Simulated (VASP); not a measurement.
Wanted: the native input for a VASP 6.6.1 run.

```
Task                   : single point
Functional             : PBE
Potentials or basis    : VASP PAW PBE potentials, release 64 (Ta_pv, N)
Cutoff                 : 600 eV
k mesh                 : 18 × 18 × 18
Occupations            : gaussian, width 0.15 eV
Spin                   : no spin polarisation
Dipole correction      : no
Further INCAR settings : ALGO = Normal; EDIFF = 1e-06; NBANDS = 15
```

The structure of TaN lies in POSCAR:

```
TaN
1.0
    0.0000000000      2.1790000000      2.1790000000
    2.2443700000      0.0000000000      2.1790000000
    2.2443700000      2.1790000000      0.0000000000
Ta N
1 1
Direct
    0.5000000000      0.5000000000      0.5000000000
    0.0000000000      0.0000000000      0.0000000000
```

This cell differs from its parent crystal: strain +0.0300 x Voigt [1, 0, 0, 0, 0, 0].

These files were run (other wordings do the same):

INCAR

```
PREC = Accurate ; ENCUT = 600
EDIFF = 1E-6 ; ISMEAR = 0
SIGMA = 0.15 ; LREAL = F
LASPH = T ; NELM = 120
ALGO = Normal ; ISIF = 2
LWAVE = F ; LCHARG = T
GGA = PE ; LELF = T
LVHAR = T ; NBANDS = 15
GGA_COMPAT = F
```

KPOINTS

```
regular mesh
0
Gamma
  18 18 18
```

Potentials or basis: VASP PAW PBE potentials, release 64 (Ta_pv, N).

Run with:

```console
$ cat potpaw_PBE.64/Ta_pv/POTCAR potpaw_PBE.64/N/POTCAR > POTCAR
$ mpirun -np 1 vasp_std > vasp.out
```

It gave:

| Item | Value |
| --- | --- |
| Pressure | 5.1 GPa |
| Band gap on the k mesh | zero (band 8 reaches 11.32 eV, above the bottom of band 9 at 7.55 eV) |

Caveat: the cell differs from its parent crystal (strain +0.0300 x Voigt [1, 0, 0, 0, 0, 0]); spin-orbit coupling is left out, which moves the levels of the heavy elements.

It took 120 s on 1 thread of AMD EPYC 9R45 96-Core Processor (Zen 5), on a shared host, peak memory 0.29 GiB.
